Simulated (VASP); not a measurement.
## TePd: single point with LDA+U

Crystal: TePd.

```
CELL_PARAMETERS angstrom
4.15210 0.00000 0.00000
-2.07605 3.59582 0.00000
0.00000 0.00000 5.67190
ATOMIC_POSITIONS crystal
Te 0.33333 0.66667 0.25000
Te 0.66667 0.33333 0.75000
Pd 0.00000 0.00000 0.00000
Pd 0.00000 0.00000 0.50000
```

```
Program                : VASP 6.6.1
Task                   : single point
Functional             : LDA
Potentials or basis    : VASP PAW LDA potentials, release 64 (Te, Pd)
Cutoff                 : 520 eV
k mesh                 : 5 × 5 × 4
Occupations            : gaussian, width 0.05 eV
Spin                   : collinear spin, ferromagnetic start
Starting moments       : [0.0, 0.0, 2.0, 2.0] μB
Hubbard terms          : Pd d U = 6.0 eV
Dipole correction      : no
Further INCAR settings : ALGO = Normal; EDIFF = 1e-06; NBANDS = 28
```

```
Pressure                                              : -10.2 GPa
Band gap on the k mesh                                : zero (filled and empty bands overlap)
Net moment                                            : 0.00 μB per cell
Valence electrons inside the program's atomic spheres : Te 3.27; Pd 10.10
```

Stress tensor (GPa, compression positive):
```
 -9.78   0.00   0.00
  0.00  -9.78   0.00
  0.00   0.00 -11.03
```

Levels at points of the mesh, in eV from the Fermi level:
Spin up:
```csv
k point,band 12,band 13,band 14,band 15,band 16,band 17,band 18,band 19,band 20,band 21
"(0.00, 0.00, 0.00)",-3.27,-1.19,-0.60,-0.60,0.81,1.60,1.60,2.93,3.91,5.82
"(0.00, 0.00, 0.50)",-4.26,-1.82,-1.82,0.88,0.88,0.88,0.88,4.84,4.84,6.31
```
Spin down:
```
           k point  band 14  band 15  band 16  band 17  band 18  band 19
(0.00, 0.00, 0.00)    -0.60    -0.60     0.81     1.60     1.60     2.93
(0.00, 0.00, 0.50)    -1.82     0.88     0.88     0.88     0.88     4.84
```

Eigenvalues of the final occupation matrices:
```tsv
site	spin	trace	eigenvalues
site 3 d	1	4.69	0.90 0.90 0.96 0.97 0.97
site 3 d	2	4.69	0.90 0.90 0.96 0.97 0.97
site 4 d	1	4.69	0.90 0.90 0.96 0.97 0.97
site 4 d	2	4.69	0.90 0.90 0.96 0.97 0.97
```

Run time: 25 s on 1 thread of Intel(R) Xeon(R) 6975P-C (Granite Rapids), with other jobs on the host, peak memory 0.21 GiB.

Caveat: spin-orbit coupling is left out, which moves the levels of the heavy elements; the U is typed as a test and isn't derived for this compound. The state reached can hang on the start; a lower one may exist.
